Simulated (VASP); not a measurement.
# TiSi3W (Pm-3m) in VASP: a series of runs

Runs on TiSi3W. Level: PBE. Tasks: single point, relaxation of cell and atoms.

Program: VASP 6.6.1. These are calculated values, not measurements. Logs are shortened: lines on timing, memory, paths and dates and some standing lists are left out, and cuts for length are marked.

### Step 1. The cell of the first run

It takes space group Pm-3m (No. 221, cubic). Conventional cell: a = 4.201 Å, b = 4.201 Å, c = 4.201 Å, α = 90.00°, β = 90.00°, γ = 90.00°. Ti (site symmetry m-3m) has 12 Si at 2.97 Å and 8 W at 3.64 Å within 3.9 Å. Within 2.8 Å of Si (site symmetry 4/mmm) lie 2 W at 2.10 Å. W (site symmetry m-3m) has 6 Si at 2.10 Å within 2.8 Å.

The cell was built from a structure type or drawn by symmetry, and may not be a known phase.

### Step 2. Single point, PBE

INCAR reads:

```
SYSTEM = TiSi3W
ALGO = Normal ; EDIFF = 1E-6
ENCUT = 520 ; GGA = PE
ISIF = 2 ; ISMEAR = 0
LASPH = .TRUE. ; LCHARG = .FALSE.
LREAL = .FALSE. ; LWAVE = .FALSE.
NBANDS = 27 ; NELM = 60
PREC = Accurate ; SIGMA = 0.1
```

KPOINTS reads:

```
k-points
0
G
  4 4 4
  0 0 0
```

POSCAR reads:

```
TiSi3W
1.0
    4.2010356900      0.0000000000      0.0000000000
    0.0000000000      4.2010356900      0.0000000000
    0.0000000000      0.0000000000      4.2010356900
Ti Si W
1 3 1
Direct
    0.5000000000      0.5000000000      0.5000000000
    0.5000000000      0.0000000000      0.0000000000
    0.0000000000      0.5000000000      0.0000000000
    0.0000000000      0.0000000000      0.5000000000
    0.0000000000      0.0000000000      0.0000000000
```

Potentials or basis: VASP PAW PBE potentials, release 64 (Ti_sv, Si, W_sv).

On the command line:

```bash
> cat potpaw_PBE.64/Ti_sv/POTCAR potpaw_PBE.64/Si/POTCAR potpaw_PBE.64/W_sv/POTCAR > POTCAR
> mpirun -np 1 vasp_std > vasp.out
```

OUTCAR:

```text
SYSTEM = TiSi3W
   EDIFF = 1E-6
   ENCUT = 520
   GGA = PE
   ISIF = 2
   ISMEAR = 0
   LASPH = .TRUE.
   LREAL = .FALSE.
   NELM = 60
   PREC = Accurate

 ion  position               nearest neighbor table
   1  0.500  0.500  0.500-   2 2.97   3 2.97   4 2.97   2 2.97   3 2.97   2 2.97   4 2.97   2 2.97
                             3 2.97   4 2.97   3 2.97   4 2.97
   2  0.500  0.000  0.000-   5 2.10   5 2.10   4 2.97   1 2.97   1 2.97   4 2.97   1 2.97   3 2.97
                             1 2.97   3 2.97   4 2.97   3 2.97   4 2.97   3 2.97
   3  0.000  0.500  0.000-   5 2.10   5 2.10   4 2.97   1 2.97   1 2.97   4 2.97   2 2.97   4 2.97
                             2 2.97   4 2.97   1 2.97   2 2.97   1 2.97   2 2.97
   4  0.000  0.000  0.500-   5 2.10   5 2.10   3 2.97   1 2.97   2 2.97   3 2.97   2 2.97   1 2.97
                             3 2.97   3 2.97   1 2.97   2 2.97   2 2.97   1 2.97
   5  0.000  0.000  0.000-   2 2.10   3 2.10   4 2.10   4 2.10   3 2.10   2 2.10

  LATTYP: Found a simple cubic cell.
 ALAT       =     4.2010356900

  Lattice vectors:

 A1 = (   4.2010356900,   0.0000000000,   0.0000000000)
 A2 = (   0.0000000000,   4.2010356900,   0.0000000000)
 A3 = (   0.0000000000,   0.0000000000,   4.2010356900)

Analysis of symmetry for initial positions (statically):
=====================================================================
 Subroutine PRICEL returns:
 Original cell was already a primitive cell.

 Routine SETGRP: Setting up the symmetry group for a
 simple cubic supercell.

 Subroutine GETGRP returns: Found 48 space group operations
 (whereof 48 operations were pure point group operations)
 out of a pool of 48 trial point group operations.

The static configuration has the point symmetry O_h .

Analysis of symmetry for dynamics (positions and initial velocities):
=====================================================================
 Subroutine PRICEL returns:
 Original cell was already a primitive cell.

 Routine SETGRP: Setting up the symmetry group for a
 simple cubic supercell.

 Subroutine GETGRP returns: Found 48 space group operations
 (whereof 48 operations were pure point group operations)
 out of a pool of 48 trial point group operations.

The dynamic configuration has the point symmetry O_h .

 Subroutine INISYM returns: Found 48 space group operations
 (whereof 48 operations are pure point group operations),
 and found     1 'primitive' translations

----------------------------------------------------------------------------------------
[... 86 lines left out ...]
   EDIFFG = 0.1E-04   stopping-criterion for IOM
   NSW    =      0    number of steps for IOM
   IBRION =     -1    ionic relax: 0-MD 1-quasi-New 2-CG
   NFREE  =      0    steps in history (QN), initial steepest desc. (CG)
   ISIF   =      2    stress and relaxation
   ISYM   =      2    0-nonsym 1-usesym 2-fastsym
   POTIM  = 0.5000    time-step for ionic-motion
   TEBEG  =    0.0;   TEEND  =   0.0 temperature during run
   PSTRESS=    0.0 pullay stress
   NELECT =      38.0000    total number of electrons
   NUPDOWN=      -1.0000    fix difference up-down
   EMIN   =  10.00;   EMAX   =-10.00  energy-range for DOS
   EFERMI =   0.00;   METHOD = LEGACY
   ISMEAR =     0;   SIGMA  =   0.10  broadening in eV -4-tet -1-fermi 0-gaus
   EFERMI_NEDOS =   21; number of points for ismear=-14 and -15
   IALGO  =     38    algorithm
   IMIX   =      4    mixing-type and parameters
     AMIX     =   0.40;   BMIX     =  1.00
     AMIX_MAG =   1.60;   BMIX_MAG =  1.00
  volume/ion in A,a.u.               =      14.83       100.07
  Fermi-wavevector in a.u.,A,eV,Ry     =   1.310126  2.475779 23.353442  1.716430
  Thomas-Fermi vector in A             =   2.440677
   LORBIT       =      0    0 simple, 1 ext, 2 COOP (PROOUT), +10 PAW based schemes
   GGA     = PE    functional components
   LHFCALC =     F    Hartree Fock is set to
   AEXX    =    0.0000 exact exchange contribution
   IVDW    =     0    specifies the selected vdW correction
   LEPSILON=     F    determine dielectric tensor
   LRPA    =     F    only Hartree local field effects (RPA)
 non-spin polarized calculation
 Gauss-broadening in eV      SIGMA  =   0.10
  energy-cutoff  :      520.00
  volume of cell :       74.14
 maximum number of plane-waves:      2012
 NGX is ok and might be reduce to    32
   NGX = 15   NGY = 15   NGZ = 15

 number of electron      37.9999992 magnetization

 Free energy of the ion-electron system (eV)
  ---------------------------------------------------
  ext. energy  EPLUGINS =         0.00000000
  ---------------------------------------------------
  free energy    TOTEN  =       -29.03077561 eV

  energy without entropy =      -29.01166945  energy(sigma->0) =      -29.02122253

 E-fermi :  10.9201     XC(G=0): -11.6619

 val. band max:       10.8586941264   @ k =   0.5000   0.5000   0.2500
 cond. band min:      10.9548778232   @ k =   0.2500   0.2500   0.2500
 fundamental gap:      0.0961836968
 Fermi energy:        10.9201307323

 k-point     1 :       0.0000    0.0000    0.0000
  band No.  band energies     occupation
      1     -62.7235      2.00000
      2     -46.7305      2.00000
      3     -27.6035      2.00000
      4     -27.6035      2.00000
      5     -27.6035      2.00000
      6     -23.0189      2.00000
[... 289 lines left out ...]
     26      13.2012      0.00000
     27      16.1131      0.00000

------------------------ aborting loop because EDIFF is reached ----------------------------------------

  FORCE on cell =-STRESS in cart. coord.  units (eV):
  Direction    XX          YY          ZZ          XY          YZ          ZX
  --------------------------------------------------------------------------------------
  -------------------------------------------------------------------------------------
  Total       24.9473974     24.9473974     24.9473974      0.0000000      0.0000000     -0.0000000
  in kB      539.0967517    539.0967517    539.0967517      0.0000000      0.0000000     -0.0000000
  external PRESSURE =     539.0967517 kB  Pullay stress =       0.0000000 kB

 VOLUME and BASIS-vectors are now :
 -----------------------------------------------------------------------------
  energy-cutoff  :      520.00
  volume of cell :       74.14
      direct lattice vectors                 reciprocal lattice vectors
     4.201035690  0.000000000  0.000000000     0.238036540  0.000000000  0.000000000
     0.000000000  4.201035690  0.000000000     0.000000000  0.238036540  0.000000000
     0.000000000  0.000000000  4.201035690     0.000000000  0.000000000  0.238036540

 POSITION                                       TOTAL-FORCE (eV/Angst)
 -----------------------------------------------------------------------------------
      2.10052      2.10052      2.10052         0.000000      0.000000      0.000000
      2.10052      0.00000      0.00000         0.000000      0.000000      0.000000
      0.00000      2.10052      0.00000         0.000000      0.000000      0.000000
      0.00000      0.00000      2.10052         0.000000      0.000000      0.000000
      0.00000      0.00000      0.00000         0.000000      0.000000      0.000000
 -----------------------------------------------------------------------------------
    total drift:                                0.000000      0.000000     -0.000000

  FREE ENERGIE OF THE ION-ELECTRON SYSTEM (eV)
  ---------------------------------------------------
  free  energy   TOTEN  =       -29.0307756144 eV

  energy  without entropy=      -29.0116694473  energy(sigma->0) =      -29.02122253
```

OSZICAR:

```text
N       E                     dE             d eps       ncg     rms          rms(c)
DAV:   1     0.371767817993E+03    0.37177E+03   -0.18478E+04   540   0.148E+03
DAV:   2    -0.338072306777E+01   -0.37515E+03   -0.36487E+03   573   0.433E+02
DAV:   3    -0.334806162537E+02   -0.30100E+02   -0.29283E+02   884   0.105E+02
DAV:   4    -0.352405559204E+02   -0.17599E+01   -0.17246E+01   741   0.197E+01
DAV:   5    -0.353256376459E+02   -0.85082E-01   -0.84742E-01   767   0.297E+00    0.432E+01
DAV:   6    -0.352791368264E+02    0.46501E-01   -0.10726E+02   689   0.376E+01    0.342E+01
DAV:   7    -0.305207340875E+02    0.47584E+01   -0.12188E+02   732   0.508E+01    0.238E+01
DAV:   8    -0.292230205820E+02    0.12977E+01   -0.13741E+01   655   0.161E+01    0.641E+00
DAV:   9    -0.290451253148E+02    0.17790E+00   -0.27268E+00   700   0.713E+00    0.127E+00
DAV:  10    -0.290326955946E+02    0.12430E-01   -0.91122E-02   637   0.166E+00    0.850E-01
DAV:  11    -0.290324377132E+02    0.25788E-03   -0.51147E-02   778   0.939E-01    0.413E-01
DAV:  12    -0.290307596107E+02    0.16781E-02   -0.11214E-02   668   0.459E-01    0.129E-01
DAV:  13    -0.290309637444E+02   -0.20413E-03   -0.13815E-03   730   0.171E-01    0.107E-01
DAV:  14    -0.290307900367E+02    0.17371E-03   -0.18239E-03   678   0.186E-01    0.398E-02
DAV:  15    -0.290307780615E+02    0.11975E-04   -0.45634E-05   663   0.345E-02    0.137E-02
DAV:  16    -0.290307763869E+02    0.16746E-05   -0.36086E-06   504   0.842E-03    0.834E-03
DAV:  17    -0.290307756144E+02    0.77251E-06   -0.28830E-06   502   0.670E-03
   1 F= -.29030776E+02 E0= -.29021223E+02  d E =-.191062E-01
```

Run time: 31 s. Hardware: 1 thread of Intel Xeon 8259CL, shared host; peak memory 0.19 GiB.

Results:

```
Free energy            : -29.0308 eV
Pressure               : 53.9 GPa
Band gap on the k mesh : zero (bands 19 and 20 overlap by 0.65 eV)
```

Levels at points of the mesh, in eV from the Fermi level:
```tsv
k point	band 15	band 16	band 17	band 18	band 19	band 20	band 21	band 22	band 23	band 24
(0.00, 0.00, 0.00)	-3.58	-3.58	-3.58	-1.10	-1.10	0.39	0.39	0.39	0.61	0.80
(0.50, 0.00, 0.00)	-3.59	-3.59	-3.29	-3.25	-0.90	-0.20	0.88	1.63	1.63	1.83
(0.50, 0.50, 0.00)	-5.31	-5.12	-0.66	-0.66	-0.43	-0.19	0.26	0.51	0.67	0.67
(0.50, 0.50, 0.50)	-7.17	-5.05	-5.05	-1.08	0.45	0.45	1.20	1.20	1.20	2.28
```

Caveat: the k points lie up to 0.37 Å⁻¹ apart, too coarse for converged energies and pressures of a metal; spin-orbit coupling is left out, which moves the levels of the heavy elements.

### Step 3. Single point, PBE

This run uses another cell than the first one, of 20.52 Å³/atom.

INCAR reads:

```
SYSTEM = TiSi3W
PREC = Accurate
ENCUT = 520
EDIFF = 1E-6
ISMEAR = 0
SIGMA = 0.1
LREAL = .False.
LASPH = .True.
NELM = 100
ALGO = Normal
ISIF = 2
LWAVE = .False.
LCHARG = .False.
GGA = PE
NBANDS = 27
```

KPOINTS reads:

```
Automatic mesh
0
Gamma
  4 4 4
  0 0 0
```

Changes to POSCAR since step 2:

```diff
@@ -2,5 +2,5 @@
 1.0
-    4.2010356900      0.0000000000      0.0000000000
-    0.0000000000      4.2010356900      0.0000000000
-    0.0000000000      0.0000000000      4.2010356900
+    4.6810944890      0.0000000000      0.0000000000
+    0.0000000000      4.6810944890      0.0000000000
+    0.0000000000      0.0000000000      4.6810944890
 Ti Si W
```

Potentials or basis: VASP PAW PBE potentials, release 64 (Ti_sv, Si, W_sv).

On the command line:

```bash
> cat potpaw_PBE.64/Ti_sv/POTCAR potpaw_PBE.64/Si/POTCAR potpaw_PBE.64/W_sv/POTCAR > POTCAR
> mpirun -np 1 vasp_std > vasp.out
```

It took 58 s on 1 thread of Intel Xeon 8259CL, shared host; peak memory 0.22 GiB.

It converged, with:

| Item | Value |
| --- | --- |
| Free energy | -32.7772 eV |
| Pressure | 0.1 GPa |
| Band gap on the k mesh | zero (bands 19 and 20 overlap by 0.42 eV) |

Levels at points of the mesh, in eV from the Fermi level:
| k point | band 15 | band 16 | band 17 | band 18 | band 19 | band 20 | band 21 | band 22 | band 23 | band 24 |
| --- | --- | --- | --- | --- | --- | --- | --- | --- | --- | --- |
| (0.00, 0.00, 0.00) | -1.87 | -1.87 | -1.87 | -0.47 | -0.47 | 0.04 | 0.37 | 0.37 | 0.37 | 0.99 |
| (0.50, 0.00, 0.00) | -2.66 | -2.66 | -1.93 | -1.62 | -1.24 | 0.04 | 0.36 | 0.79 | 0.79 | 1.72 |
| (0.50, 0.50, 0.00) | -3.37 | -3.37 | -0.81 | -0.55 | -0.55 | 0.01 | 0.18 | 0.32 | 0.54 | 0.54 |
| (0.50, 0.50, 0.50) | -5.01 | -3.68 | -3.68 | -0.55 | 0.30 | 0.30 | 0.62 | 0.62 | 0.62 | 2.00 |

Caveat: spin-orbit coupling is left out, which moves the levels of the heavy elements.

### Step 4. Relaxation of cell and atoms, PBE

INCAR reads:

```
  PREC = Accurate
  ENCUT = 600
  EDIFF = 1E-6
  ISMEAR = 0
  SIGMA = 0.1
  LREAL = F
  LASPH = T
  NELM = 60
  ALGO = Normal
  ISIF = 3
  LWAVE = F
  LCHARG = F
  GGA = PE
  IBRION = 2
  NSW = 90
  EDIFFG = -0.04
```

KPOINTS reads:

```
regular mesh
0
Gamma
  4 4 4
```

Changes to POSCAR since step 3:

```diff
@@ -2,5 +2,5 @@
 1.0
-    4.6810944890      0.0000000000      0.0000000000
-    0.0000000000      4.6810944890      0.0000000000
-    0.0000000000      0.0000000000      4.6810944890
+    4.2010356900      0.0000000000      0.0000000000
+    0.0000000000      4.2010356900      0.0000000000
+    0.0000000000      0.0000000000      4.2010356900
 Ti Si W
```

On the command line:

```bash
> cat potpaw_PBE.64/Ti_sv/POTCAR potpaw_PBE.64/Si/POTCAR potpaw_PBE.64/W_sv/POTCAR > POTCAR
> mpirun -np 1 vasp_std > vasp.out
```

Wall time 4.2 min (1 thread of Intel Xeon 8259CL, shared host); peak memory 0.23 GiB.

The run converged. Its results:

```yaml
Free_energy: -32.7709 eV
Relaxed_volume: 20.47 Å³/atom
Relaxed_cell: a = 4.678 Å, b = 4.678 Å, c = 4.678 Å, α = 90.00°, β = 90.00°, γ = 90.00°
Space_group_after_relaxing_to_0.1_Å: Pm-3m (No. 221)
Energy_gained_by_relaxing: 747.9 meV/atom
Ionic_steps: 5
Pressure_after_relaxing: 0.3 GPa
Band_gap_on_the_k_mesh: zero (bands 19 and 20 overlap by 0.42 eV)
```

Step by step:
| step | energy change (eV) | largest force (eV/Å) | pressure (GPa) | volume (Å³) |
| --- | --- | --- | --- | --- |
| 1 | 0.0000 | 0.0000 | 53.95 | 74.14 |
| 2 | -1.2378 | 0.0000 | -15.71 | 141.67 |
| 3 | -3.7348 | 0.0000 | -1.14 | 103.95 |
| 4 | -3.7392 | 0.0000 | -0.33 | 102.99 |
| 5 | -3.7393 | 0.0000 | 0.25 | 102.35 |

Final structure:
```
Ti Si W
1.0
     4.67772    0.00000    0.00000
     0.00000    4.67772    0.00000
     0.00000    0.00000    4.67772
Ti Si W
1 3 1
Direct
  0.50000 0.50000 0.50000
  0.50000 0.00000 0.00000
  0.00000 0.50000 0.00000
  0.00000 0.00000 0.50000
  0.00000 0.00000 0.00000
```

Levels at points of the mesh, in eV from the Fermi level:
```tsv
k point	band 15	band 16	band 17	band 18	band 19	band 20	band 21	band 22	band 23
(0.00, 0.00, 0.00)	-1.88	-1.88	-1.88	-0.48	-0.48	0.04	0.37	0.37	0.37
(0.50, 0.00, 0.00)	-2.67	-2.67	-1.94	-1.63	-1.24	0.04	0.36	0.80	0.80
(0.50, 0.50, 0.00)	-3.38	-3.38	-0.81	-0.55	-0.55	0.01	0.18	0.32	0.54
(0.50, 0.50, 0.50)	-5.02	-3.69	-3.69	-0.55	0.31	0.31	0.62	0.62	0.62
```

Caveat: the k points lie up to 0.34 Å⁻¹ apart in the final cell; the volume moved by over 15 % at a fixed basis, so the end points are rough; spin-orbit coupling is left out, which moves the levels of the heavy elements.

### Step 5. Overview

```csv
task,cell,cutoff (eV),gap on the mesh (eV),pressure (GPa)
single point,"a = 4.201 Å, 5 atoms",520,none,53.9
single point,"a = 4.681 Å, 5 atoms",520,none,0.1
relaxation of cell and atoms,"relaxed from a = 4.201 Å, 5 atoms",600,none,0.3
```

Alike in all rows: level PBE; potentials or basis VASP PAW PBE potentials, release 64 (Ti_sv, Si, W_sv); no spin polarisation; k mesh 4 × 4 × 4; smearing gaussian 0.1 eV.

Caveats: some runs use coarse meshes; spin-orbit coupling is left out, which moves the levels of the heavy elements; the volume moved by over 15 % at a fixed basis, so the end points are rough (at least some runs).

Absolute energies hang on the potentials; compare differences alone.
